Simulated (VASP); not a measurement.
Input of a VASP 6.6.1 run:

The input POSCAR:

```
Si
1.0
    0.0000000000      2.7157741474      2.7157741474
    2.7157741474      0.0000000000      2.7157741474
    2.7157741474      2.7157741474      0.0000000000
Si
2
Direct
   -0.1250000000     -0.1250000000     -0.1250000000
    0.1250000000      0.1250000000      0.1250000000
```

Contents of INCAR.step1:

```
PREC = Accurate ; ENCUT = 600
ISMEAR = -1 ; SIGMA = 0.02
LREAL = F ; LASPH = T
NELM = 60 ; GGA = PE
ALGO = Normal ; EDIFF = 1E-4
LWAVE = T ; LCHARG = F
```

INCAR.step2

```
PREC = Accurate ; ENCUT = 600
EDIFF = 1E-6 ; ISMEAR = -1
SIGMA = 0.02 ; LREAL = F
LASPH = T ; NELM = 60
ALGO = Normal ; ISIF = 3
LWAVE = F ; LCHARG = F
METAGGA = R2SCAN ; LMIXTAU = T
IBRION = 2 ; NSW = 60
EDIFFG = -0.005 ; ISTART = 1
```

The input KPOINTS:

```
Automatic mesh
0
Gamma
  11 11 11
```

Potentials or basis: VASP PAW PBE potentials, release 64 (Si).

Run with:

```sh
$ cat potpaw_PBE.64/Si/POTCAR > POTCAR
$ cp INCAR.step1 INCAR
$ mpirun -np 1 vasp_std > vasp.out
$ cp INCAR.step2 INCAR
$ mpirun -np 1 vasp_std > vasp.out
```

Question: Estimate the relaxed volume.

Answer: 20.12 Å³/atom.

Question: Estimate the band gap on the k mesh.

Answer: 0.81 eV, indirect (least direct gap 2.76 eV).

Question: What does it give for the space group after relaxing (to 0.05 Å)?

Answer: Fd-3m (No. 227).

Final structure:
```xyz
2
Lattice="0.0000 2.7199 2.7199 2.7199 0.0000 2.7199 2.7199 2.7199 0.0000" Properties=species:S:1:pos:R:3 pbc="T T T"
Si    4.7597    4.7597    4.7597
Si    0.6800    0.6800    0.6800
```

Caveat: the PAW data sets were made with another functional, which shifts forces and pressure a little. A k mesh can miss the band edges.
